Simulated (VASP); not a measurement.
A run of VASP 6.6.1:

INCAR

```
ALGO = Normal ; EDIFF = 1E-6
ENCUT = 520 ; GGA = PE
ISIF = 2 ; ISMEAR = 0
LASPH = T ; LCHARG = F
LREAL = F ; LWAVE = F
NBANDS = 13 ; NELM = 60
PREC = Accurate ; SIGMA = 0.1
```

Contents of KPOINTS:

```
k-points
0
Gamma
  6 6 4
```

The input POSCAR:

```
AlH5
1.0
    3.1918482000      0.0000000000      0.0000000000
   -1.5959241000      2.7642216300      0.0000000000
    0.0000000000      0.0000000000      6.3922721000
Al H
1 5
Direct
    0.3333333300      0.6666666700      0.0000000000
    0.6666666700      0.3333333300      0.5000000000
    0.4495949100      0.5504050900      0.5000000000
    0.4495949100      0.8991898100      0.5000000000
    0.1008101900      0.5504050900      0.5000000000
    0.0000000000      0.0000000000      0.5000000000
```

Potentials or basis: VASP PAW PBE potentials, release 64 (Al, H).

Launch:

```console
$ cat potpaw_PBE.64/Al/POTCAR potpaw_PBE.64/H/POTCAR > POTCAR
$ mpirun -np 1 vasp_std > vasp.out
```

Hardware: 1 thread of Intel(R) Xeon(R) Platinum 8488C (Sapphire Rapids), with other jobs on the host.

Question: How long does it take, and how much memory?

Answer: Run time: 11 s on 1 thread of Intel(R) Xeon(R) Platinum 8488C (Sapphire Rapids) (shared host), peak memory 0.16 GiB. Counts: scf iterations 15, k points 21.
